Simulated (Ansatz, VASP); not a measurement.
One calculation of Cd, two programs

```
Cd
1.0
     2.93861    0.00000    0.00000
    -1.46931    2.54491    0.00000
     0.00000    0.00000    5.54173
Cd
2
Direct
  0.33333 0.66667 0.25000
  0.66667 0.33333 0.75000
```

Change from the starting cell: volume scaled by 0.96, crystal datasets.

Alike in both runs: task electric field gradients; functional PBEsol; k mesh 16 × 16 × 7; occupations fermi-dirac, width 0.05 eV; no spin polarisation.

```csv
,VASP,Ansatz
version,VASP 6.6.1,Ansatz 0.2.0
potentials or method,"VASP PAW PBE potentials, release 64 (Cd), cutoff 520 eV","all-electron PAW with datasets made for the crystal, scalar-relativistic"
```

|  | VASP | Ansatz | Ansatz less VASP |
| --- | --- | --- | --- |
| pressure (GPa) | 1.3 | 0.9 | -0.42 |
| traceless stress, the component that is largest in VASP (GPa) | -0.92 | -0.74 | +0.185 |
| size of Vzz on the site where it differs most (V/Å²) | 85.5 | 79.4 | -6.13 |

VASP's potentials were made for PBE, not for PBEsol. Ansatz ran all-electron here, and VASP with PAW potentials.
